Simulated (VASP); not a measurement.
A run of VASP 6.6.1:

The input POSCAR:

```
KF
1.0
    0.0000000000      2.6718500000      2.6718500000
    2.6718500000      0.0000000000      2.6718500000
    2.6718500000      2.6718500000      0.0000000000
K F
1 1
Direct
    0.0000000000      0.0000000000      0.0000000000
    0.5000000000      0.5000000000      0.5000000000
```

The input INCAR.step1:

```
SYSTEM = KF
PREC     = Accurate       ! precision mode
ENCUT    = 520            ! plane-wave cutoff, eV
EDIFF    = 1E-5           ! SCF threshold, eV
ISMEAR   = 0              ! smearing method
SIGMA    = 0.01           ! smearing width, eV
LREAL    = .FALSE.        ! projectors in reciprocal space
LASPH    = .TRUE.         ! aspherical terms in the spheres
NELM     = 80             ! most SCF steps
ALGO     = Normal         ! electronic algorithm
ISIF     = 2              ! what is computed and relaxed
LWAVE    = .TRUE.         ! write WAVECAR
LCHARG   = .FALSE.        ! write CHGCAR
NBANDS   = 15             ! bands
GGA      = PE             ! functional
```

Contents of INCAR.step2:

```
SYSTEM = KF
PREC     = Accurate       ! precision mode
ENCUT    = 520            ! plane-wave cutoff, eV
EDIFF    = 1E-6           ! SCF threshold, eV
ISMEAR   = 0              ! smearing method
SIGMA    = 0.01           ! smearing width, eV
LREAL    = .FALSE.        ! projectors in reciprocal space
LASPH    = .TRUE.         ! aspherical terms in the spheres
NELM     = 80             ! most SCF steps
ALGO     = Normal         ! electronic algorithm
ISIF     = 2              ! what is computed and relaxed
LWAVE    = .FALSE.        ! write WAVECAR
LCHARG   = .FALSE.        ! write CHGCAR
GGA      = PE             ! functional
LHFCALC  = .TRUE.         ! exact exchange
AEXX     = 0.25           ! exact-exchange fraction
PRECFOCK = Normal       
NBANDS   = 15             ! bands
ISTART   = 1
```

File KPOINTS:

```
Automatic mesh
0
G
  6 6 6
  0 0 0
```

Potentials or basis: VASP PAW PBE potentials, release 64 (K_sv, F).

Launch:

```console
$ cat potpaw_PBE.64/K_sv/POTCAR potpaw_PBE.64/F/POTCAR > POTCAR
$ cp INCAR.step1 INCAR
$ mpirun -np 1 vasp_std > vasp.out
$ cp INCAR.step2 INCAR
$ mpirun -np 1 vasp_std > vasp.out
```

Hardware: 1 thread of Intel Xeon 8259CL, on a shared host.

Q: Estimate the wall time of this run.

A: Run time: 56 min on 1 thread of Intel Xeon 8259CL (shared host), peak memory 0.19 GiB. Counts: k points 16.
